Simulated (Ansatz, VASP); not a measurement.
# Two plane-wave programs on AlSn

```
Sn Al
1.0
     4.19811    0.00000    0.00000
    -2.09905    3.63567    0.00000
     0.00000    0.00000    3.30685
Sn Al
1 1
Direct
  0.33333 0.66667 0.50000
  0.00000 0.00000 0.00000
```

Alike in both runs: task single point; functional PBE; k mesh 7 × 7 × 8; occupations gaussian, width 0.023 eV; no spin polarisation.

|  | VASP | Ansatz |
| --- | --- | --- |
| version | VASP 6.6.1 | Ansatz 0.2.0 |
| potentials or method | VASP PAW PBE potentials, release 64 (Sn_d, Al) | Ansatz PAW |
| plane-wave cutoff (eV) | 520 | 420 |
| valence electrons in the cell | 17 | 17 |

Ansatz gave:

| Quantity | Value |
| --- | --- |
| gap on the k mesh at the Fermi level (eV) | none |
| pressure (GPa) | 0.3 |
| traceless stress, the component that is largest in VASP (GPa) | 0.54 |

Q: Estimate VASP's values.

A: gap on the k mesh at the Fermi level (eV): none; pressure (GPa): 0.2; traceless stress, the component that is largest in VASP (GPa): 0.54.

A gap of «none» marks a metal or a gap that the smearing closes.
